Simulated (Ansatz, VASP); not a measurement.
## PbO2 in VASP and in Ansatz

```xyz
6
Lattice="4.9838 0.0000 0.0000 0.0000 4.9838 0.0000 0.0000 0.0000 3.4758" Properties=species:S:1:pos:R:3 pbc="T T T"
Pb    0.0000    0.0000    0.0000
Pb    2.4919    2.4919    1.7379
O     1.5337    1.5337    0.0000
O     0.9582    4.0257    1.7379
O     4.0257    0.9582    1.7379
O     3.4501    3.4501    0.0000
```

Change from the starting cell: uniaxial_z strain +2.0%.

Alike in both runs: task single point; functional PBE; k mesh 6 × 6 × 8; occupations fermi-dirac, width 0.02 eV; no spin polarisation.

|  | VASP | Ansatz |
| --- | --- | --- |
| version | VASP 6.6.1 | Ansatz 0.2.0 |
| potentials or method | VASP PAW PBE potentials, release 64 (Pb_d, O) | plane waves, PAW |
| plane-wave cutoff (eV) | 520 | 420 |
| valence electrons in the cell | 52 | 52 |

Ansatz gave:

- pressure (GPa): 3.0
- traceless stress, the component that is largest in VASP (GPa): -1.12
- rms of the force components (eV/Å): 0.005

Q: Which values does VASP return?

A: Pressure (GPa): 3.2; traceless stress, the component that is largest in VASP (GPa): -1.02; rms of the force components (eV/Å): 0.008.

Atom by atom the forces differ by 0.003 eV/Å (rms over components).

Neither program's run includes spin-orbit coupling.
